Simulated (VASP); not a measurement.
Write the native input for VASP 6.6.1 that does the following.

```yaml
Task: single point
Functional: LDA
Potentials_or_basis: VASP PAW LDA potentials, release 64 (Sn_d, Se)
Cutoff: 400 eV
k_mesh: 14 × 14 × 14
Occupations: fermi-dirac, width 0.05 eV
Spin: no spin polarisation
Dipole_correction: no
k_mesh_for_the_DOS: 21 × 21 × 21
Occupations_for_the_DOS: tetrahedron
Further_INCAR_settings: ALGO = Normal; EDIFF = 1e-06
```

Crystal: SnSe (rocksalt type).

```
Sn Se
1.0
     0.00000    2.41580    2.41580
     2.41580    0.00000    2.41580
     2.41580    2.41580    0.00000
Sn Se
1 1
Direct
  0.00000 0.00000 0.00000
  0.50000 0.50000 0.50000
```

One way to write it, as run:

POSCAR

```
SnSe
1.0
    0.0000000000      2.4157992045      2.4157992045
    2.4157992045      0.0000000000      2.4157992045
    2.4157992045      2.4157992045      0.0000000000
Sn Se
1 1
Direct
    0.0000000000      0.0000000000      0.0000000000
    0.5000000000      0.5000000000      0.5000000000
```

INCAR.step1

```
ALGO     = Normal         # electronic algorithm
EDIFF    = 1E-6           # SCF threshold, eV
ENCUT    = 400            # plane-wave cutoff, eV
GGA_COMPAT= False        
ISIF     = 2              # what is computed and relaxed
ISMEAR   = -1             # smearing method
LASPH    = True           # aspherical terms in the spheres
LCHARG   = True           # write CHGCAR
LORBIT   = 11             # projections on sites
LREAL    = False          # projectors in reciprocal space
LWAVE    = False          # write WAVECAR
NBANDS   = 17             # bands
NEDOS    = 2001           # points of the DOS
NELM     = 120            # most SCF steps
PREC     = Accurate       # precision mode
SIGMA    = 0.05           # smearing width, eV
```

KPOINTS.step1

```
k-points
0
Gamma
  14 14 14
```

INCAR.step2

```
ALGO     = Normal         # electronic algorithm
EDIFF    = 1E-6           # SCF threshold, eV
ENCUT    = 400            # plane-wave cutoff, eV
GGA_COMPAT= False        
ICHARG   = 11             # starting density
ISIF     = 2              # what is computed and relaxed
ISMEAR   = -5             # smearing method
LASPH    = True           # aspherical terms in the spheres
LCHARG   = False          # write CHGCAR
LORBIT   = 11             # projections on sites
LREAL    = False          # projectors in reciprocal space
LWAVE    = False          # write WAVECAR
NEDOS    = 1001           # points of the DOS
NELM     = 120            # most SCF steps
PREC     = Accurate       # precision mode
SIGMA    = 0.05           # smearing width, eV
```

KPOINTS.step2

```
k-points
0
Gamma
  21 21 21
```

Potentials or basis: VASP PAW LDA potentials, release 64 (Sn_d, Se).

Command:

```sh
$ cat potpaw_LDA.64/Sn_d/POTCAR potpaw_LDA.64/Se/POTCAR > POTCAR
$ cp INCAR.step1 INCAR
$ cp KPOINTS.step1 KPOINTS
$ mpirun -np 1 vasp_std > vasp.out
$ cp INCAR.step2 INCAR
$ cp KPOINTS.step2 KPOINTS
$ mpirun -np 1 vasp_std > vasp.out
```

It gave:

```yaml
Valence_electrons_inside_the_program's_atomic_spheres: Sn 13.18; Se 4.34
```

It took 110 s on 1 thread of Intel Xeon 8259CL (shared host), peak memory 0.19 GiB.
